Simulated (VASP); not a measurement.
# SrO in VASP: further runs, part 2 of 2

VASP 6.6.1. The steps go on from the part before.

### Step 4. Single point, PBE (epitaxial xy strain -0.5%)

File INCAR:

```
SYSTEM = SrO
  PREC = Accurate
  ENCUT = 520
  EDIFF = 1E-6
  ISMEAR = -1
  SIGMA = 0.02
  LREAL = .False.
  LASPH = .True.
  NELM = 80
  ALGO = Normal
  ISIF = 2
  LWAVE = .False.
  LCHARG = .True.
  GGA = PE
  LELF = .True.
  LVHAR = .True.
  NBANDS = 15
```

File KPOINTS:

```
regular mesh
0
Gamma
  8 8 8
  0 0 0
```

File POSCAR:

```
SrO
1.0
    0.0000000000      2.7783196214      2.8155011054
    2.7783196214      0.0000000000      2.8155011054
    2.7783196214      2.7783196214      0.0000000000
Sr O
1 1
Direct
    0.0000000000      0.0000000000      0.0000000000
    0.2500000000      0.2500000000      0.2500000000
```

Potentials or basis: VASP PAW PBE potentials, release 64 (Sr_sv, O).

Command:

```console
> cat potpaw_PBE.64/Sr_sv/POTCAR potpaw_PBE.64/O/POTCAR > POTCAR
> mpirun -np 1 vasp_std > vasp.out
```

OUTCAR:

```text
SYSTEM = SrO
   PREC = Accurate
   ENCUT = 520
   EDIFF = 1E-6
   ISMEAR = -1
   LREAL = .False.
   LASPH = .True.
   NELM = 80
   ISIF = 2
   GGA = PE

 ion  position               nearest neighbor table
   1  0.000  0.000  0.000-   2 2.42   2 2.42   2 2.42   2 2.42
   2  0.250  0.250  0.250-   1 2.42   1 2.42   1 2.42   1 2.42

  LATTYP: Found a body centered tetragonal cell.
 ALAT       =     3.9291372892
 C/A-ratio  =     1.4331395918

  Lattice vectors:

 A1 = (  -2.7783196214,   0.0000000000,   2.8155011054)
 A2 = (   2.7783196214,   0.0000000000,   2.8155011054)
 A3 = (   0.0000000000,   2.7783196214,  -2.8155011054)

Analysis of symmetry for initial positions (statically):
=====================================================================
 Subroutine PRICEL returns:
 Original cell was already a primitive cell.

 Routine SETGRP: Setting up the symmetry group for a
 body centered tetragonal supercell.

 Subroutine GETGRP returns: Found  8 space group operations
 (whereof  8 operations were pure point group operations)
 out of a pool of 16 trial point group operations.

The static configuration has the point symmetry D_2d.

Analysis of symmetry for dynamics (positions and initial velocities):
=====================================================================
 Subroutine PRICEL returns:
 Original cell was already a primitive cell.

 Routine SETGRP: Setting up the symmetry group for a
 body centered tetragonal supercell.

 Subroutine GETGRP returns: Found  8 space group operations
 (whereof  8 operations were pure point group operations)
 out of a pool of 16 trial point group operations.

The dynamic configuration has the point symmetry D_2d.

 Subroutine INISYM returns: Found  8 space group operations
 (whereof  8 operations are pure point group operations),
 and found     1 'primitive' translations

----------------------------------------------------------------------------------------
[... 116 lines left out ...]
  Thomas-Fermi vector in A             =   2.309686
   LORBIT       =      0    0 simple, 1 ext, 2 COOP (PROOUT), +10 PAW based schemes
   GGA     = PE    functional components
   LHFCALC =     F    Hartree Fock is set to
   AEXX    =    0.0000 exact exchange contribution
   IVDW    =     0    specifies the selected vdW correction
   LEPSILON=     F    determine dielectric tensor
   LRPA    =     F    only Hartree local field effects (RPA)
 non-spin polarized calculation
  energy-cutoff  :      520.00
  volume of cell :       43.47
 maximum number of plane-waves:      1195
 NGX is ok and might be reduce to    30
   NGX = 15   NGY = 15   NGZ = 15

 number of electron      16.0000001 magnetization

 Free energy of the ion-electron system (eV)
  ---------------------------------------------------
  ext. energy  EPLUGINS =         0.00000000
  ---------------------------------------------------
  free energy    TOTEN  =       -11.76041084 eV

  energy without entropy =      -11.76041084  energy(sigma->0) =      -11.76041084

 E-fermi :   0.7431     XC(G=0):  -8.6321

 val. band max:        0.2996317856   @ k =  -0.2500   0.5000   0.2500
 cond. band min:       2.8228839067   @ k =   0.0000   0.0000   0.0000
 fundamental gap:      2.5232521211
 Fermi energy:         0.7431197934

 k-point     1 :       0.0000    0.0000    0.0000
  band No.  band energies     occupation
      1     -31.9139      2.00000
      2     -14.4857      2.00000
      3     -13.8036      2.00000
      4     -13.8036      2.00000
      5     -13.8004      2.00000
      6      -0.5614      2.00000
      7      -0.5533      2.00000
      8      -0.5533      2.00000
      9       2.8229      0.00000
     10       8.2737      0.00000
     11       8.4168      0.00000
     12       9.5783      0.00000
     13       9.7341      0.00000
     14       9.7341      0.00000
[... 401 lines left out ...]
      2     -15.6243      2.00000
      3     -13.9349      2.00000
      4     -13.9048      2.00000
      5     -12.7900      2.00000
      6      -0.7054      2.00000
      7      -0.2456      2.00000
      8      -0.1999      2.00000
      9       5.2135      0.00000
     10       6.6900      0.00000
     11       8.3063      0.00000
     12       8.7367      0.00000
     13      10.3040      0.00000
     14      10.6268      0.00000
     15      12.3312      0.00000

 [... further k-points ...]
[... 5 lines left out ...]
  --------------------------------------------------------------------------------------
  -------------------------------------------------------------------------------------
  Total        0.4326796      0.4326796      0.3907063      0.0000000     -0.0000000     -0.0000000
  in kB       15.9487583     15.9487583     14.4016060      0.0000000     -0.0000000     -0.0000000
  external PRESSURE =      15.4330409 kB  Pullay stress =       0.0000000 kB

 VOLUME and BASIS-vectors are now :
 -----------------------------------------------------------------------------
  energy-cutoff  :      520.00
  volume of cell :       43.47
      direct lattice vectors                 reciprocal lattice vectors
     0.000000000  2.778319621  2.815501105    -0.179964895  0.179964895  0.177588280
     2.778319621  0.000000000  2.815501105     0.179964895 -0.179964895  0.177588280
     2.778319621  2.778319621  0.000000000     0.179964895  0.179964895 -0.177588280

 POSITION                                       TOTAL-FORCE (eV/Angst)
 -----------------------------------------------------------------------------------
      0.00000      0.00000      0.00000         0.000000      0.000000      0.000000
      1.38916      1.38916      1.40775        -0.000000     -0.000000     -0.000000
 -----------------------------------------------------------------------------------
    total drift:                                0.000000      0.000000     -0.000000

  FREE ENERGIE OF THE ION-ELECTRON SYSTEM (eV)
  ---------------------------------------------------
  free  energy   TOTEN  =       -11.7604108411 eV

  energy  without entropy=      -11.7604108411  energy(sigma->0) =      -11.76041084
```

It took 60 s on 1 thread of Intel Xeon Platinum 8259CL at 2.50GHz (Skylake/Cascade Lake), shared host; peak memory 0.19 GiB.

What came out:

```yaml
Free_energy: -11.7604 eV
Pressure: 1.5 GPa
Band_gap_on_the_k_mesh: 2.52 eV, indirect (least direct gap 3.38 eV)
```

Caveat: the cell differs from its parent crystal (epitaxial xy strain -0.5%).

### Step 5. Single point, PBE (uniaxial z strain +1.5%)

File INCAR:

```
PREC     = Accurate       # precision mode
ENCUT    = 520            # plane-wave cutoff, eV
EDIFF    = 1E-7           # SCF threshold, eV
ISMEAR   = -1             # smearing method
SIGMA    = 0.02           # smearing width, eV
LREAL    = F              # projectors in reciprocal space
LASPH    = T              # aspherical terms in the spheres
NELM     = 60             # most SCF steps
ALGO     = Normal         # electronic algorithm
ISIF     = 2              # what is computed and relaxed
LWAVE    = F              # write WAVECAR
LCHARG   = F              # write CHGCAR
GGA      = PE             # functional
NBANDS   = 15             # bands
```

File KPOINTS:

```
Automatic mesh
0
Gamma
  8 8 8
```

File POSCAR:

```
SrO
1.0
    0.0000000000      2.7922810265      2.8341652419
    2.7922810265      0.0000000000      2.8341652419
    2.7922810265      2.7922810265      0.0000000000
Sr O
1 1
Direct
    0.0000000000      0.0000000000      0.0000000000
    0.2500000000      0.2500000000      0.2500000000
```

Command:

```console
> cat potpaw_PBE.64/Sr_sv/POTCAR potpaw_PBE.64/O/POTCAR > POTCAR
> mpirun -np 1 vasp_std > vasp.out
```

It took 64 s on 1 thread of Intel Xeon Platinum 8259CL at 2.50GHz (Skylake/Cascade Lake), shared host; peak memory 0.19 GiB.

Results (log left out):

```
Free energy            : -11.7653 eV
Pressure               : 0.5 GPa
Band gap on the k mesh : 2.48 eV, indirect (least direct gap 3.30 eV)
```

Stress tensor (GPa, compression positive):
```
0.53 0.00 0.00
0.00 0.53 0.00
0.00 0.00 0.33
```

Levels at points of the mesh, in eV from the valence-band top:
```
           k point  band 4  band 5  band 6  band 7  band 8  band 9  band 10  band 11  band 12  band 13
(0.00, 0.00, 0.00)  -14.17  -14.16   -0.83   -0.82   -0.82    2.48     7.90     8.06     9.17     9.34
(0.50, 0.00, 0.00)  -14.25  -13.12   -0.72   -0.53   -0.51    5.23     7.07     7.52     7.57     9.77
(0.50, 0.50, 0.00)  -14.37  -12.79   -1.40   -0.01   -0.01    4.50     5.68     9.54     9.85     9.85
(0.50, 0.00, 0.50)  -14.37  -12.83   -1.39   -0.03   -0.01    4.55     5.71     9.53     9.81     9.87
```

Caveat: the cell differs from its parent crystal (uniaxial z strain +1.5%). A k mesh can miss the band edges.

### Step 6. The runs side by side

| level | cell | smearing | gap on the mesh (eV) | pressure (GPa) |
| --- | --- | --- | --- | --- |
| PBE | a = 3.949 Å, angles 60.0°, 2 atoms | fermi-dirac 0.02 eV | 2.52 | 1.4 |
| r2SCAN | a = 3.949 Å, angles 60.0°, 2 atoms | gaussian 0.01 eV | 2.90 | 0.5 |
| PBE | a = 3.956, b = 3.956, c = 3.929 Å, angles 60.2, 60.2, 59.6°, 2 atoms | fermi-dirac 0.02 eV | 2.52 | 1.5 |
| PBE | a = 3.979, b = 3.979, c = 3.949 Å, angles 60.2, 60.2, 59.5°, 2 atoms | fermi-dirac 0.02 eV | 2.48 | 0.5 |

Alike in all rows: task single point; potentials or basis VASP PAW PBE potentials, release 64 (Sr_sv, O); no spin polarisation; k mesh 8 × 8 × 8; cutoff (eV) 520.

Caveats: the PAW data sets were made with another functional, which shifts forces and pressure a little (some runs).

Absolute energies hang on the potentials; compare differences alone.
